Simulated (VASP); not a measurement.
# BaZnH4 (P4/mmm) in VASP: further runs, part 2 of 2

VASP 6.6.1. Earlier steps stand in the parts before.

## Step 4: Single point, PBE

This run uses another cell than the first one, of 12.02 Å³/atom.

INCAR

```
SYSTEM = BaZnH4
  PREC = Accurate
  ENCUT = 520
  EDIFF = 1E-6
  ISMEAR = 0
  SIGMA = 0.1
  LREAL = .False.
  LASPH = .True.
  NELM = 80
  ALGO = Normal
  ISIF = 2
  LWAVE = .False.
  LCHARG = .False.
  GGA = PE
  NBANDS = 22
```

KPOINTS

```
regular mesh
0
Gamma
  10 10 8
  0 0 0
```

POSCAR

```
BaZnH4
1.0
    3.7780870929      0.0000000000      0.0000000000
    0.0000000000      3.7780870929      0.0000000000
    0.0000000000      0.0000000000      5.0514830337
Ba Zn H
1 1 4
Direct
    0.5000000000      0.5000000000      0.5000000000
    0.0000000000      0.0000000000      0.0000000000
    0.0000000000      0.0000000000      0.6725103998
    0.5000000000      0.0000000000      0.0000000000
    0.0000000000      0.5000000000      0.0000000000
    0.0000000000      0.0000000000      0.3274896002
```

Potentials or basis: VASP PAW PBE potentials, release 64 (Ba_sv, Zn, H).

Run with:

```console
$ cat potpaw_PBE.64/Ba_sv/POTCAR potpaw_PBE.64/Zn/POTCAR potpaw_PBE.64/H/POTCAR > POTCAR
$ mpirun -np 1 vasp_std > vasp.out
```

OUTCAR:

```text
SYSTEM = BaZnH4
   PREC = Accurate
   ENCUT = 520
   EDIFF = 1E-6
   ISMEAR = 0
   LREAL = .False.
   LASPH = .True.
   NELM = 80
   ISIF = 2
   GGA = PE

 ion  position               nearest neighbor table
   1  0.500  0.500  0.500-   3 2.81   6 2.81   3 2.81   6 2.81   3 2.81   6 2.81   3 2.81   6 2.81
                             2 3.68   2 3.68   2 3.68   2 3.68   2 3.68   2 3.68   2 3.68   2 3.68
   2  0.000  0.000  0.000-   3 1.65   6 1.65   5 1.89   4 1.89   5 1.89   4 1.89   1 3.68   1 3.68
                             1 3.68   1 3.68   1 3.68   1 3.68   1 3.68   1 3.68
   3  0.000  0.000  0.673-   2 1.65   1 2.81   1 2.81   1 2.81   1 2.81
   4  0.500  0.000  0.000-   2 1.89   2 1.89
   5  0.000  0.500  0.000-   2 1.89   2 1.89
   6  0.000  0.000  0.327-   2 1.65   1 2.81   1 2.81   1 2.81   1 2.81

  LATTYP: Found a simple tetragonal cell.
 ALAT       =     3.7780870929
 C/A-ratio  =     1.3370477995

  Lattice vectors:

 A1 = (   3.7780870929,   0.0000000000,   0.0000000000)
 A2 = (   0.0000000000,   3.7780870929,   0.0000000000)
 A3 = (   0.0000000000,   0.0000000000,   5.0514830337)

Analysis of symmetry for initial positions (statically):
=====================================================================
 Subroutine PRICEL returns:
 Original cell was already a primitive cell.

 Routine SETGRP: Setting up the symmetry group for a
 simple tetragonal supercell.

 Subroutine GETGRP returns: Found 16 space group operations
 (whereof 16 operations were pure point group operations)
 out of a pool of 16 trial point group operations.

The static configuration has the point symmetry D_4h.

Analysis of symmetry for dynamics (positions and initial velocities):
=====================================================================
 Subroutine PRICEL returns:
 Original cell was already a primitive cell.

[... 135 lines left out ...]
     AMIX_MAG =   1.60;   BMIX_MAG =  1.00
  volume/ion in A,a.u.               =      12.02        81.10
  Fermi-wavevector in a.u.,A,eV,Ry     =   1.165230  2.201965 18.473460  1.357761
  Thomas-Fermi vector in A             =   2.301758
   LORBIT       =      0    0 simple, 1 ext, 2 COOP (PROOUT), +10 PAW based schemes
   GGA     = PE    functional components
   LHFCALC =     F    Hartree Fock is set to
   AEXX    =    0.0000 exact exchange contribution
   IVDW    =     0    specifies the selected vdW correction
   LEPSILON=     F    determine dielectric tensor
   LRPA    =     F    only Hartree local field effects (RPA)
 non-spin polarized calculation
 Gauss-broadening in eV      SIGMA  =   0.10
  energy-cutoff  :      520.00
  volume of cell :       72.10
 maximum number of plane-waves:      1966
   NGX = 15   NGY = 15   NGZ = 19

 number of electron      26.0000010 magnetization

 Free energy of the ion-electron system (eV)
  ---------------------------------------------------
  ext. energy  EPLUGINS =         0.00000000
  ---------------------------------------------------
  free energy    TOTEN  =       -17.18677380 eV

  energy without entropy =      -17.18422986  energy(sigma->0) =      -17.18550183

 E-fermi :   3.1514     XC(G=0):  -9.4741

 val. band max:        3.1507550694   @ k =   0.5000   0.1000   0.5000
 cond. band min:       3.2023433449   @ k =   0.5000   0.0000   0.1250
 fundamental gap:      0.0515882755
 Fermi energy:         3.1514161685

 k-point     1 :       0.0000    0.0000    0.0000
  band No.  band energies     occupation
      1     -26.1691      2.00000
      2     -11.3159      2.00000
      3     -10.9114      2.00000
      4     -10.9114      2.00000
      5      -6.3225      2.00000
      6      -5.2714      2.00000
[... 589 lines left out ...]
     21       9.5921      0.00000
     22      11.2141      0.00000

 [... further k-points ...]

------------------------ aborting loop because EDIFF is reached ----------------------------------------

  FORCE on cell =-STRESS in cart. coord.  units (eV):
  Direction    XX          YY          ZZ          XY          YZ          ZX
  --------------------------------------------------------------------------------------
  -------------------------------------------------------------------------------------
  Total        0.3493385      0.3493385      0.2474662      0.0000000     -0.0000000      0.0000000
  in kB        7.7623675      7.7623675      5.4987459      0.0000000     -0.0000000      0.0000000
  external PRESSURE =       7.0078270 kB  Pullay stress =       0.0000000 kB

 VOLUME and BASIS-vectors are now :
 -----------------------------------------------------------------------------
  energy-cutoff  :      520.00
  volume of cell :       72.10
      direct lattice vectors                 reciprocal lattice vectors
     3.778087093  0.000000000  0.000000000     0.264684211  0.000000000  0.000000000
     0.000000000  3.778087093  0.000000000     0.000000000  0.264684211  0.000000000
     0.000000000  0.000000000  5.051483034     0.000000000  0.000000000  0.197961667

 POSITION                                       TOTAL-FORCE (eV/Angst)
 -----------------------------------------------------------------------------------
      1.88904      1.88904      2.52574         0.000000      0.000000     -0.000000
      0.00000      0.00000      0.00000         0.000000      0.000000     -0.000000
      0.00000      0.00000      3.39717        -0.000000     -0.000000      0.010105
      1.88904      0.00000      0.00000         0.000000      0.000000     -0.000000
      0.00000      1.88904      0.00000         0.000000      0.000000     -0.000000
      0.00000      0.00000      1.65431        -0.000000     -0.000000     -0.010105
 -----------------------------------------------------------------------------------
    total drift:                               -0.000000      0.000000     -0.000000

  FREE ENERGIE OF THE ION-ELECTRON SYSTEM (eV)
  ---------------------------------------------------
  free  energy   TOTEN  =       -17.1867737980 eV

  energy  without entropy=      -17.1842298597  energy(sigma->0) =      -17.18550183
```

Wall time 1.9 min (1 thread of Intel Xeon Platinum 8259CL at 2.50GHz (Skylake/Cascade Lake), shared host); peak memory 0.31 GiB.

What came out:

```
Free energy            : -17.1868 eV
Pressure               : 0.7 GPa
Largest force          : 0.010 eV/Å
Band gap on the k mesh : zero (bands 13 and 14 overlap by 0.25 eV)
```

Forces in eV/Å, atoms in the order of the input:
```
Ba   0.000  0.000  0.000
Zn   0.000  0.000  0.000
H    0.000  0.000  0.010
H    0.000  0.000  0.000
H    0.000  0.000  0.000
H    0.000  0.000 -0.010
```

Caveat: spin-orbit coupling is left out, which moves the levels of the heavy elements.

## Step 5: Relaxation of cell and atoms, PBE

This run uses another cell than the first one, of 19.69 Å³/atom.

INCAR

```
PREC     = Accurate       # precision mode
ENCUT    = 600            # plane-wave cutoff, eV
EDIFF    = 1E-7           # SCF threshold, eV
ISMEAR   = 0              # smearing method
SIGMA    = 0.1            # smearing width, eV
LREAL    = F              # projectors in reciprocal space
LASPH    = T              # aspherical terms in the spheres
NELM     = 100            # most SCF steps
ALGO     = Normal         # electronic algorithm
ISIF     = 3              # what is computed and relaxed
LWAVE    = F              # write WAVECAR
LCHARG   = F              # write CHGCAR
GGA      = PE             # functional
IBRION   = 2              # ionic algorithm
NSW      = 90             # ionic steps
EDIFFG   = -0.04          # ionic threshold
```

KPOINTS

```
regular mesh
0
Gamma
  4 4 4
```

POSCAR

```
BaZnH4
1.0
    4.2197820100      0.0000000000      0.0000000000
    0.0000000000      4.2197820100      0.0000000000
    0.0000000000      0.0000000000      6.6352969700
Ba Zn H
1 1 4
Direct
    0.5000000000      0.5000000000      0.5000000000
    0.0000000000      0.0000000000      0.0000000000
    0.0000000000      0.0000000000      0.6788081900
    0.5000000000      0.0000000000      0.0000000000
    0.0000000000      0.5000000000      0.0000000000
    0.0000000000      0.0000000000      0.3211918100
```

Run with:

```console
$ cat potpaw_PBE.64/Ba_sv/POTCAR potpaw_PBE.64/Zn/POTCAR potpaw_PBE.64/H/POTCAR > POTCAR
$ mpirun -np 1 vasp_std > vasp.out
```

It took 11 min on 1 thread of Intel Xeon Platinum 8259CL at 2.50GHz (Skylake/Cascade Lake), shared host; peak memory 0.31 GiB.

It converged, with:

```yaml
Free_energy: -17.2456 eV
Relaxed_volume: 12.13 Å³/atom
Relaxed_cell: a = 3.801 Å, b = 3.801 Å, c = 5.039 Å, α = 90.00°, β = 90.00°, γ = 90.00°
Space_group_after_relaxing_to_0.1_Å: P4/mmm (No. 123)
Energy_gained_by_relaxing: 320.7 meV/atom
Ionic_steps: 16
Pressure_after_relaxing: -0.1 GPa
Largest_force_after_relaxing: 0.005 eV/Å
Band_gap_on_the_k_mesh: zero (bands 13 and 14 overlap by 0.18 eV)
```

Forces on the atoms (eV/Å):
```
Ba   0.000  0.000  0.000
Zn   0.000  0.000  0.000
H    0.000  0.000 -0.005
H    0.000  0.000  0.000
H    0.000  0.000  0.000
H    0.000  0.000  0.005
```

The path:
```
step  energy change (eV)  largest force (eV/Å)  pressure (GPa)  volume (Å³)
   1              0.0000                0.3545           -8.80       118.15
   2             -0.9338                0.2565           -7.75       100.60
   3             -1.6188                0.0575           -3.86        82.89
   4             -0.1887                0.8997           29.65        53.96
   5             -1.7068                0.0106           -1.58        77.67
   6             -1.7190                0.0634           -0.08        74.96
   7             -1.7511                0.0661           -0.01        74.42
   8             -1.8442                0.1488            0.59        72.63
   9             -1.7641                1.0484            4.99        68.41
  10             -1.8850                0.3285            1.38        71.41
  11             -1.8883                0.4617            2.01        70.70
  12             -1.9098                0.3290            1.27        71.46
  13             -1.9160                0.1707            0.50        72.35
  14             -1.9165                0.2011            0.63        72.18
  15             -1.9229                0.0835            0.20        72.53
  16             -1.9242                0.0053           -0.10        72.79
```

Final structure:
```
Ba Zn H
1.0
     3.80056    0.00000    0.00000
     0.00000    3.80056    0.00000
     0.00000    0.00000    5.03913
Ba Zn H
1 1 4
Direct
  0.50000 0.50000 0.50000
  0.00000 0.00000 0.00000
  0.00000 0.00000 0.67096
  0.50000 0.00000 0.00000
  0.00000 0.50000 0.00000
  0.00000 0.00000 0.32904
```

Levels at points of the mesh, in eV from the Fermi level:
```
           k point  band 9  band 10  band 11  band 12  band 13  band 14  band 15  band 16  band 17
(0.00, 0.00, 0.00)   -7.83    -7.77    -3.85    -3.59    -1.66     1.19     3.19     3.19     3.69
(0.50, 0.00, 0.00)   -7.81    -6.90    -5.72    -4.24    -2.26     0.09     1.43     3.80     5.34
(0.50, 0.50, 0.00)   -7.80    -6.55    -4.74    -4.74    -3.25     0.26     0.80     0.86     0.86
(0.00, 0.00, 0.50)   -7.82    -7.77    -7.18    -0.93    -0.22     0.26     1.61     1.61     1.78
(0.50, 0.00, 0.50)   -7.82    -7.01    -5.64    -5.02    -0.40     0.30     2.11     3.29     3.59
(0.50, 0.50, 0.50)   -7.80    -7.01    -5.29    -5.29    -4.94     3.40     3.40     3.50     5.27
```

Caveat: the k points lie up to 0.41 Å⁻¹ apart in the final cell; the volume moved by over 15 % at a fixed basis, so the end points are rough; spin-orbit coupling is left out, which moves the levels of the heavy elements.

## Step 6: Relaxation of cell and atoms, PBE

INCAR

```
SYSTEM = BaZnH4
PREC = Accurate ; ENCUT = 600
EDIFF = 1E-6 ; ISMEAR = 0
SIGMA = 0.1 ; LREAL = .False.
LASPH = .True. ; NELM = 100
ALGO = Normal ; ISIF = 3
LWAVE = .False. ; LCHARG = .False.
GGA = PE ; IBRION = 2
NSW = 100 ; EDIFFG = -0.01
```

KPOINTS

```
Automatic mesh
0
Gamma
  10 10 8
  0 0 0
```

POSCAR

```
BaZnH4
1.0
    3.7708482636      0.0000000000      0.0000000000
    0.0000000000      3.7708482636      0.0000000000
    0.0000000000      0.0000000000      5.0140062236
Ba Zn H
1 1 4
Direct
    0.5000000000      0.5000000000      0.5000000000
    0.0000000000      0.0000000000      0.0000000000
    0.0000000000      0.0000000000      0.6691446065
    0.5000000000      0.0000000000      0.0000000000
    0.0000000000      0.5000000000      0.0000000000
    0.0000000000      0.0000000000      0.3308553935
```

Potentials or basis: VASP PAW PBE potentials, release 64 (Ba_sv, Zn, H).

Run with:

```console
$ cat potpaw_PBE.64/Ba_sv/POTCAR potpaw_PBE.64/Zn/POTCAR potpaw_PBE.64/H/POTCAR > POTCAR
$ mpirun -np 1 vasp_std > vasp.out
```

Wall time 6.2 min (1 thread of Intel Xeon Platinum 8259CL at 2.50GHz (Skylake/Cascade Lake), shared host); peak memory 0.33 GiB.

The run converged. Its results:

```yaml
Free_energy: -17.1914 eV
Relaxed_volume: 12.23 Å³/atom
Relaxed_cell: a = 3.811 Å, b = 3.811 Å, c = 5.054 Å, α = 90.00°, β = 90.00°, γ = 90.00°
Space_group_after_relaxing_to_0.1_Å: P4/mmm (No. 123)
Energy_gained_by_relaxing: 1.6 meV/atom
Ionic_steps: 6
Pressure_after_relaxing: 0.0 GPa
Largest_force_after_relaxing: 0.004 eV/Å
Band_gap_on_the_k_mesh: zero (bands 13 and 14 overlap by 0.25 eV)
```

Forces on the atoms (eV/Å):
```
Ba   0.000  0.000  0.000
Zn   0.000  0.000  0.000
H    0.000  0.000  0.004
H    0.000  0.000  0.000
H    0.000  0.000  0.000
H    0.000  0.000 -0.004
```

Stress tensor (GPa, compression positive):
```
0.01 0.00 0.00
0.00 0.01 0.00
0.00 0.00 0.09
```

The path:
```csv
step,energy change (eV),largest force (eV/Å),pressure (GPa),volume (Å³)
1,0.0000,0.1078,1.16,71.30
2,-0.0060,0.0975,0.59,72.19
3,-0.0090,0.0860,-0.03,73.23
4,-0.0091,0.0838,-0.14,73.44
5,-0.0098,0.0283,-0.01,73.40
6,-0.0099,0.0044,0.04,73.39
```

Final structure:
```yaml
crystal:
  lattice:
    - [3.81071, 0.00000, 0.00000]
    - [0.00000, 3.81071, 0.00000]
    - [0.00000, 0.00000, 5.05383]
  atoms:
    - { symbol: Ba, position: [0.50000, 0.50000, 0.50000] }
    - { symbol: Zn, position: [0.00000, 0.00000, 0.00000] }
    - { symbol: H, position: [0.00000, 0.00000, 0.67324] }
    - { symbol: H, position: [0.50000, 0.00000, 0.00000] }
    - { symbol: H, position: [0.00000, 0.50000, 0.00000] }
    - { symbol: H, position: [0.00000, 0.00000, 0.32676] }
```

Levels at points of the mesh, in eV from the Fermi level:
| k point | band 10 | band 11 | band 12 | band 13 | band 14 | band 15 | band 16 | band 17 |
| --- | --- | --- | --- | --- | --- | --- | --- | --- |
| (0.00, 0.00, 0.00) | -7.48 | -3.64 | -3.48 | -1.51 | 1.25 | 3.36 | 3.36 | 3.67 |
| (0.50, 0.00, 0.00) | -6.67 | -5.49 | -4.13 | -2.03 | 0.11 | 1.46 | 3.81 | 4.09 |
| (0.50, 0.50, 0.00) | -6.30 | -4.51 | -4.51 | -3.13 | 0.43 | 0.91 | 0.91 | 0.92 |
| (0.00, 0.00, 0.50) | -7.48 | -7.01 | -0.71 | -0.22 | 0.42 | 1.71 | 1.71 | 1.83 |
| (0.50, 0.00, 0.50) | -6.76 | -5.49 | -4.80 | -0.38 | 0.48 | 2.08 | 3.32 | 3.59 |
| (0.50, 0.50, 0.50) | -6.83 | -5.06 | -5.06 | -4.75 | 3.41 | 3.41 | 3.64 | 4.12 |

Caveat: spin-orbit coupling is left out, which moves the levels of the heavy elements.

## Step 7: Overview

| task | cell | k mesh | cutoff (eV) | gap on the mesh (eV) | pressure (GPa) | relaxed volume (Å³/atom) | largest force (eV/Å) |
| --- | --- | --- | --- | --- | --- | --- | --- |
| single point | a = 3.771, b = 3.771, c = 5.014 Å, 6 atoms, atomic positions A | 4 × 4 × 4 | 520 | none | 0.7 | - | 0.01 |
| single point | a = 4.220, b = 4.220, c = 6.635 Å, 6 atoms, atomic positions B | 4 × 4 × 4 | 520 | none | -8.8 | - | 0.35 |
| single point | a = 3.778, b = 3.778, c = 5.051 Å, 6 atoms, atomic positions C | 10 × 10 × 8 | 520 | none | 0.7 | - | 0.01 |
| relaxation of cell and atoms | relaxed from a = 4.220, b = 4.220, c = 6.635 Å, 6 atoms, atomic positions B | 4 × 4 × 4 | 600 | none | -0.1 | 12.13 | 0.01 |
| relaxation of cell and atoms | relaxed from a = 3.771, b = 3.771, c = 5.014 Å, 6 atoms, atomic positions A | 10 × 10 × 8 | 600 | none | 0.0 | 12.23 | - |

Alike in all rows: level PBE; potentials or basis VASP PAW PBE potentials, release 64 (Ba_sv, Zn, H); no spin polarisation; smearing gaussian 0.1 eV.

Caveats: some runs use coarse meshes; spin-orbit coupling is left out, which moves the levels of the heavy elements; the volume moved by over 15 % at a fixed basis, so the end points are rough (at least some runs).

Total energies depend on the potentials used, so only differences within one code and one set of settings carry meaning.

The gap in the log of VASP goes by the Fermi energy; the results here count the filled bands.